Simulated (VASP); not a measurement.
# CdS (F-43m) in VASP: further runs

Aim: see how the results for CdS move with the level of theory and the settings. Levels: RPBE, r2SCAN. Tasks: single point, relaxation of cell and atoms.

All numbers are computed with VASP 6.6.1; they aren't measurements. Logs are shortened: lines on timing, memory, paths and dates and some standing lists are left out, and cuts for length are marked.

## Step 1: The cell of the first run

Symmetry: F-43m, No. 216, cubic system. The conventional cell has a = 6.231 Å, b = 6.231 Å, c = 6.231 Å, α = 90.00°, β = 90.00°, γ = 90.00°. Within 3.6 Å of Cd (site symmetry -43m) lie 4 S at 2.70 Å. S (site symmetry -43m) has 4 Cd at 2.70 Å within 3.6 Å.

## Step 2: Single point, RPBE

The input, INCAR:

```
  ALGO = Normal
  EDIFF = 1E-6
  ENCUT = 630
  GGA = RP
  GGA_COMPAT = F
  ISIF = 2
  ISMEAR = -1
  LASPH = T
  LCHARG = F
  LREAL = F
  LWAVE = F
  NBANDS = 20
  NELM = 120
  PREC = Accurate
  SIGMA = 0.15
```

The input, KPOINTS:

```
k-points
0
Gamma
  8 8 8
```

The input, POSCAR:

```
CdS
1.0
    0.0000000000      3.1155152588      3.1155152588
    3.1155152588      0.0000000000      3.1155152588
    3.1155152588      3.1155152588      0.0000000000
Cd S
1 1
Direct
    0.0000000000      0.0000000000      0.0000000000
    0.7500000000      0.7500000000      0.7500000000
```

Potentials or basis: VASP PAW PBE potentials, release 64 (Cd_sv_GW, S).

The run is started by

```bash
> cat potpaw_PBE.64/Cd_sv_GW/POTCAR potpaw_PBE.64/S/POTCAR > POTCAR
> mpirun -np 1 vasp_std > vasp.out
```

OUTCAR:

```text
EDIFF = 1E-6
   ENCUT = 630
   GGA = RP
   ISIF = 2
   ISMEAR = -1
   LASPH = T
   LREAL = F
   NELM = 120
   PREC = Accurate

 ion  position               nearest neighbor table
   1  0.000  0.000  0.000-   2 2.70   2 2.70   2 2.70   2 2.70
   2  0.750  0.750  0.750-   1 2.70   1 2.70   1 2.70   1 2.70

  LATTYP: Found a face centered cubic cell.
 ALAT       =     6.2310305176

  Lattice vectors:

 A1 = (   0.0000000000,   3.1155152588,   3.1155152588)
 A2 = (   3.1155152588,   0.0000000000,   3.1155152588)
 A3 = (   3.1155152588,   3.1155152588,   0.0000000000)

Analysis of symmetry for initial positions (statically):
=====================================================================
 Subroutine PRICEL returns:
 Original cell was already a primitive cell.

 Routine SETGRP: Setting up the symmetry group for a
 face centered cubic supercell.

 Subroutine GETGRP returns: Found 24 space group operations
 (whereof 24 operations were pure point group operations)
 out of a pool of 48 trial point group operations.

The static configuration has the point symmetry T_d .

Analysis of symmetry for dynamics (positions and initial velocities):
=====================================================================
 Subroutine PRICEL returns:
 Original cell was already a primitive cell.

 Routine SETGRP: Setting up the symmetry group for a
 face centered cubic supercell.

 Subroutine GETGRP returns: Found 24 space group operations
 (whereof 24 operations were pure point group operations)
 out of a pool of 48 trial point group operations.

The dynamic configuration has the point symmetry T_d .

 Subroutine INISYM returns: Found 24 space group operations
 (whereof 24 operations are pure point group operations),
 and found     1 'primitive' translations

----------------------------------------------------------------------------------------

                                     Primitive cell

  volume of cell :      60.4811

  direct lattice vectors                    reciprocal lattice vectors
     0.000000000  3.115515259  3.115515259    -0.160487097  0.160487097  0.160487097
     3.115515259  0.000000000  3.115515259     0.160487097 -0.160487097  0.160487097
     3.115515259  3.115515259  0.000000000     0.160487097  0.160487097 -0.160487097

  length of vectors
     4.406003933  4.406003933  4.406003933     0.277971806  0.277971806  0.277971806

  position of ions in fractional coordinates (direct lattice)
     0.000000000  0.000000000  0.000000000
     0.750000000  0.750000000  0.750000000

  ion indices of the primitive-cell ions
   primitive index   ion index
                 1           1
                 2           2

----------------------------------------------------------------------------------------

 KPOINTS: k-points

Automatic generation of k-mesh.
 Grid dimensions read from file:
 generate k-points for:    8    8    8

 Generating k-lattice:

  Cartesian coordinates                     Fractional coordinates (reciprocal lattice)
    -0.020060887  0.020060887  0.020060887     0.125000000  0.000000000  0.000000000
     0.020060887 -0.020060887  0.020060887     0.000000000  0.125000000  0.000000000
     0.020060887  0.020060887 -0.020060887     0.000000000  0.000000000  0.125000000

  Length of vectors
     0.034746476  0.034746476  0.034746476

  Shift w.r.t. Gamma in fractional coordinates (k-lattice)
     0.000000000  0.000000000  0.000000000

 Subroutine IBZKPT returns following result:
 ===========================================

 Found     29 irreducible k-points:

 Following reciprocal coordinates:
            Coordinates               Weight
  0.000000  0.000000  0.000000      1.000000
  0.125000  0.000000  0.000000      8.000000
  0.250000  0.000000  0.000000      8.000000
  0.375000  0.000000  0.000000      8.000000
  0.500000  0.000000  0.000000      4.000000
  0.125000  0.125000  0.000000      6.000000
[... 16 lines left out ...]
  0.500000  0.250000  0.125000     48.000000
 -0.375000  0.250000  0.125000     24.000000
 [... further k-points ...]
   k-points           NKPTS =     29   k-points in BZ     NKDIM =     29   number of bands    NBANDS=     20
   number of dos      NEDOS =    301   number of ions     NIONS =      2
   total plane-waves  NPLWV =  46656
   dimension x,y,z NGX =    36 NGY =   36 NGZ =   36
   dimension x,y,z NGXF=    72 NGYF=   72 NGZF=   72
   ions per type =               1   1
   NGX,Y,Z   is equivalent  to a cutoff of  13.58, 13.58, 13.58 a.u.
   NGXF,Y,Z  is equivalent  to a cutoff of  27.17, 27.17, 27.17 a.u.
 SYSTEM =  unknown system
   PREC   = accura    normal or accurate (medium, high low for compatibility)
   ISTART =      0    job   : 0-new  1-cont  2-samecut
   ICHARG =      2    charge: 1-file 2-atom 10-const
   ISPIN  =      1    spin polarized calculation?
   LNONCOLLINEAR =      F non collinear calculations
   LSORBIT =      F    spin-orbit coupling
   LASPH  =      T    aspherical Exc in radial PAW
   ENCUT  =  630.0 eV  46.30 Ry    6.80 a.u.   9.02  9.02  9.02*2*pi/ulx,y,z
   NELM   =    120;   NELMIN=  2; NELMDL= -5     # of ELM steps
   EDIFF  = 0.1E-05   stopping-criterion for ELM
   LREAL  =      F    real-space projection
   EDIFFG = 0.1E-04   stopping-criterion for IOM
   NSW    =      0    number of steps for IOM
   IBRION =     -1    ionic relax: 0-MD 1-quasi-New 2-CG
   NFREE  =      0    steps in history (QN), initial steepest desc. (CG)
   ISIF   =      2    stress and relaxation
   ISYM   =      2    0-nonsym 1-usesym 2-fastsym
   POTIM  = 0.5000    time-step for ionic-motion
   TEBEG  =    0.0;   TEEND  =   0.0 temperature during run
   PSTRESS=    0.0 pullay stress
   NELECT =      26.0000    total number of electrons
   NUPDOWN=      -1.0000    fix difference up-down
   EMIN   =  10.00;   EMAX   =-10.00  energy-range for DOS
   EFERMI =   0.00;   METHOD = LEGACY
   ISMEAR =    -1;   SIGMA  =   0.15  broadening in eV -4-tet -1-fermi 0-gaus
   EFERMI_NEDOS =   21; number of points for ismear=-14 and -15
   IALGO  =     38    algorithm
   IMIX   =      4    mixing-type and parameters
     AMIX     =   0.40;   BMIX     =  1.00
     AMIX_MAG =   1.60;   BMIX_MAG =  1.00
  volume/ion in A,a.u.               =      30.24       204.07
  Fermi-wavevector in a.u.,A,eV,Ry     =   1.235547  2.334846 20.770345  1.526577
  Thomas-Fermi vector in A             =   2.370192
   LORBIT       =      0    0 simple, 1 ext, 2 COOP (PROOUT), +10 PAW based schemes
   GGA     = RP    functional components
   LHFCALC =     F    Hartree Fock is set to
   AEXX    =    0.0000 exact exchange contribution
   IVDW    =     0    specifies the selected vdW correction
   LEPSILON=     F    determine dielectric tensor
   LRPA    =     F    only Hartree local field effects (RPA)
 non-spin polarized calculation
  energy-cutoff  :      630.00
  volume of cell :       60.48
 maximum number of plane-waves:      2200
   NGX = 17   NGY = 17   NGZ = 17

 number of electron      25.9999988 magnetization

 Free energy of the ion-electron system (eV)
  ---------------------------------------------------
  ext. energy  EPLUGINS =         0.00000000
  ---------------------------------------------------
  free energy    TOTEN  =        -5.50949071 eV

  energy without entropy =       -5.50782166  energy(sigma->0) =       -5.50865619

 E-fermi :   1.9601     XC(G=0):  -8.0554

 val. band max:        1.2340728706   @ k =   0.0000   0.0000   0.0000
 cond. band min:       2.1125442757   @ k =   0.0000   0.0000   0.0000
 fundamental gap:      0.8784714052
 Fermi energy:         1.9601331811

 k-point     1 :       0.0000    0.0000    0.0000
  band No.  band energies     occupation
      1     -99.9302      2.00000
      2     -60.9895      2.00000
      3     -60.9895      2.00000
      4     -60.9895      2.00000
      5     -10.0983      2.00000
      6      -6.0249      2.00000
[... 12 lines left out ...]
     19      12.3816      0.00000
     20      12.3816      0.00000

 k-point     2 :       0.1250    0.0000    0.0000
  band No.  band energies     occupation
      1     -99.9302      2.00000
      2     -60.9896      2.00000
      3     -60.9895      2.00000
      4     -60.9895      2.00000
      5     -10.0604      2.00000
      6      -6.0124      2.00000
[... 12 lines left out ...]
     19      11.9043      0.00000
     20      12.5395      0.00000

 k-point     3 :       0.2500    0.0000    0.0000
  band No.  band energies     occupation
      1     -99.9302      2.00000
      2     -60.9897      2.00000
      3     -60.9895      2.00000
      4     -60.9895      2.00000
      5      -9.9688      2.00000
      6      -5.9854      2.00000
[... 12 lines left out ...]
     19      11.6898      0.00000
     20      12.3012      0.00000

 k-point     4 :       0.3750    0.0000    0.0000
  band No.  band energies     occupation
      1     -99.9302      2.00000
      2     -60.9897      2.00000
      3     -60.9895      2.00000
      4     -60.9895      2.00000
      5      -9.8778      2.00000
      6      -5.9646      2.00000
[... 12 lines left out ...]
     19      12.3616      0.00000
     20      12.3616      0.00000

 k-point     5 :       0.5000    0.0000    0.0000
  band No.  band energies     occupation
      1     -99.9302      2.00000
      2     -60.9897      2.00000
      3     -60.9895      2.00000
      4     -60.9895      2.00000
      5      -9.8404      2.00000
      6      -5.9581      2.00000
[... 12 lines left out ...]
     19      13.2505      0.00000
     20      13.2506      0.00000

 k-point     6 :       0.1250    0.1250    0.0000
  band No.  band energies     occupation
      1     -99.9302      2.00000
      2     -60.9896      2.00000
      3     -60.9895      2.00000
      4     -60.9895      2.00000
      5     -10.0478      2.00000
      6      -6.0000      2.00000
[... 12 lines left out ...]
     19      12.4871      0.00000
     20      12.9298      0.00000

 k-point     7 :       0.2500    0.1250    0.0000
  band No.  band energies     occupation
      1     -99.9302      2.00000
      2     -60.9896      2.00000
      3     -60.9896      2.00000
      4     -60.9896      2.00000
      5      -9.9744      2.00000
      6      -5.9807      2.00000
[... 12 lines left out ...]
     19      12.3978      0.00000
     20      13.4088      0.00000
[... 277 lines left out ...]
 k-point    20 :      -0.3750    0.3750    0.0000
  band No.  band energies     occupation
      1     -99.9302      2.00000
      2     -60.9897      2.00000
      3     -60.9897      2.00000
      4     -60.9896      2.00000
      5      -9.7675      2.00000
      6      -5.9054      2.00000
[... 12 lines left out ...]
     19      12.8041      0.00000
     20      14.5326      0.00000

 k-point    21 :       0.5000    0.5000    0.0000
  band No.  band energies     occupation
      1     -99.9302      2.00000
      2     -60.9898      2.00000
      3     -60.9896      2.00000
      4     -60.9896      2.00000
      5      -9.7602      2.00000
      6      -5.8797      2.00000
[... 12 lines left out ...]
     19      13.3186      0.00000
     20      14.1655      0.00000

 k-point    22 :       0.3750    0.2500    0.1250
  band No.  band energies     occupation
      1     -99.9302      2.00000
      2     -60.9896      2.00000
      3     -60.9896      2.00000
      4     -60.9896      2.00000
      5      -9.9017      2.00000
      6      -5.9541      2.00000
[... 12 lines left out ...]
     19      12.7917      0.00000
     20      14.3270      0.00000

 k-point    23 :       0.5000    0.2500    0.1250
  band No.  band energies     occupation
      1     -99.9302      2.00000
      2     -60.9897      2.00000
      3     -60.9896      2.00000
      4     -60.9896      2.00000
      5      -9.8300      2.00000
      6      -5.9349      2.00000
[... 12 lines left out ...]
     19      13.2489      0.00000
     20      13.7462      0.00000

 k-point    24 :      -0.3750    0.2500    0.1250
  band No.  band energies     occupation
      1     -99.9302      2.00000
      2     -60.9897      2.00000
      3     -60.9896      2.00000
      4     -60.9896      2.00000
      5      -9.8006      2.00000
      6      -5.9315      2.00000
[... 12 lines left out ...]
     19      13.0191      0.00000
     20      13.7139      0.00000

 [... further k-points ...]
[... 5 lines left out ...]
  --------------------------------------------------------------------------------------
  -------------------------------------------------------------------------------------
  Total       -1.5503013     -1.5503013     -1.5503013      0.0000000      0.0000000      0.0000000
  in kB      -41.0683306    -41.0683306    -41.0683306      0.0000000      0.0000000      0.0000000
  external PRESSURE =     -41.0683306 kB  Pullay stress =       0.0000000 kB

 VOLUME and BASIS-vectors are now :
 -----------------------------------------------------------------------------
  energy-cutoff  :      630.00
  volume of cell :       60.48
      direct lattice vectors                 reciprocal lattice vectors
     0.000000000  3.115515259  3.115515259    -0.160487097  0.160487097  0.160487097
     3.115515259  0.000000000  3.115515259     0.160487097 -0.160487097  0.160487097
     3.115515259  3.115515259  0.000000000     0.160487097  0.160487097 -0.160487097

 POSITION                                       TOTAL-FORCE (eV/Angst)
 -----------------------------------------------------------------------------------
      0.00000      0.00000      0.00000         0.000000      0.000000      0.000000
      4.67327      4.67327      4.67327        -0.000000     -0.000000     -0.000000
 -----------------------------------------------------------------------------------
    total drift:                                0.000000      0.000000      0.000000

  FREE ENERGIE OF THE ION-ELECTRON SYSTEM (eV)
  ---------------------------------------------------
  free  energy   TOTEN  =        -5.5094907146 eV

  energy  without entropy=       -5.5078216575  energy(sigma->0) =       -5.50865619
```

It took 19 s on 1 thread of Intel Xeon 6975P-C (Granite Rapids), shared host; peak memory 0.23 GiB.

What came out:

```
Free energy            : -5.5095 eV
Pressure               : -4.1 GPa
Band gap on the k mesh : 0.88 eV
```

Caveat: the cell stands under tension; the PAW data sets were made with another functional, which shifts forces and pressure a little.

## Step 3: Relaxation of cell and atoms, r2SCAN (25.55 Å³/atom)

This run uses another cell than the first one, of 25.55 Å³/atom.

The input, POSCAR:

```
CdS
1.0
    0.0000000000      2.9453781157      2.9453781157
    2.9453781157      0.0000000000      2.9453781157
    2.9453781157      2.9453781157      0.0000000000
Cd S
1 1
Direct
    0.0000000000      0.0000000000      0.0000000000
    0.7500000000      0.7500000000      0.7500000000
```

The input, INCAR.step1:

```
  ALGO = Normal
  EDIFF = 1E-7
  EDIFFG = -0.002
  EFERMI = MIDGAP
  ENCUT = 720
  GGA_COMPAT = False
  IBRION = 2
  ISIF = 3
  ISMEAR = 0
  KPAR = 2
  LASPH = True
  LCHARG = False
  LMIXTAU = True
  LREAL = False
  LWAVE = False
  METAGGA = R2SCAN
  NELM = 120
  NELMIN = 4
  NSW = 80
  POTIM = 0.5
  PREC = Accurate
  SIGMA = 0.03
```

The input, INCAR.step4:

```
  ALGO = Normal
  EDIFF = 1E-7
  EFERMI = MIDGAP
  ENCUT = 720
  GGA_COMPAT = False
  ISIF = 2
  ISMEAR = 0
  KPAR = 2
  LASPH = True
  LCHARG = False
  LMIXTAU = True
  LREAL = False
  LWAVE = False
  METAGGA = R2SCAN
  NELM = 120
  PREC = Accurate
  SIGMA = 0.03
```

The input, KPOINTS:

```
Automatic mesh
0
Gamma
  8 8 8
  0 0 0
```

Potentials or basis: VASP PAW PBE potentials, release 64 (Cd, S).

The run is started by

```bash
> cat potpaw_PBE.64/Cd/POTCAR potpaw_PBE.64/S/POTCAR > POTCAR
> cp INCAR.step1 INCAR
> cp POSCAR.step1 POSCAR
> mpirun -np 2 vasp_std > vasp.out
> cp CONTCAR POSCAR
> mpirun -np 2 vasp_std > vasp.out
> cp CONTCAR POSCAR
> mpirun -np 2 vasp_std > vasp.out
> cp CONTCAR POSCAR
> cp INCAR.step4 INCAR
> mpirun -np 2 vasp_std > vasp.out
```

Run time: 5.7 min. Hardware: 2 MPI ranks of Intel Xeon Platinum 8488C (Sapphire Rapids), shared host; peak memory 0.24 GiB.

It converged, with:

```yaml
Free_energy: -29.6873 eV
Relaxed_volume: 25.51 Å³/atom
Relaxed_cell: a = 4.163 Å, b = 4.163 Å, c = 4.163 Å, α = 60.00°, β = 60.00°, γ = 60.00°
Space_group_after_relaxing_to_0.1_Å: F-43m (No. 216)
Energy_gained_by_relaxing: 0.0 meV/atom
Ionic_steps: 5
Pressure_after_relaxing: 0.0 GPa
Band_gap_on_the_k_mesh: 1.53 eV
```

Final structure:
```cif
data_structure
_symmetry_space_group_name_H-M 'P 1'
_symmetry_Int_Tables_number 1
_cell_length_a 4.1632
_cell_length_b 4.1632
_cell_length_c 4.1632
_cell_angle_alpha 60.000
_cell_angle_beta 60.000
_cell_angle_gamma 60.000
_cell_volume 51.02
loop_
_atom_site_label
_atom_site_type_symbol
_atom_site_fract_x
_atom_site_fract_y
_atom_site_fract_z
_atom_site_occupancy
Cd1 Cd 0.00000 0.00000 0.00000 1
S1 S 0.75000 0.75000 0.75000 1
```

Levels at points of the mesh, in eV from the valence-band top:
| k point | band 6 | band 7 | band 8 | band 9 | band 10 | band 11 | band 12 | band 13 |
| --- | --- | --- | --- | --- | --- | --- | --- | --- |
| (0.00, 0.00, 0.00) | -7.40 | 0.00 | 0.00 | 0.00 | 1.53 | 7.08 | 7.08 | 7.08 |
| (0.50, 0.00, 0.00) | -7.04 | -4.29 | -0.73 | -0.73 | 3.43 | 7.48 | 7.48 | 7.81 |
| (0.50, 0.50, 0.00) | -6.97 | -3.85 | -1.83 | -1.83 | 3.89 | 4.72 | 9.66 | 11.37 |

Caveat: the PAW data sets were made with another functional, which shifts forces and pressure a little.
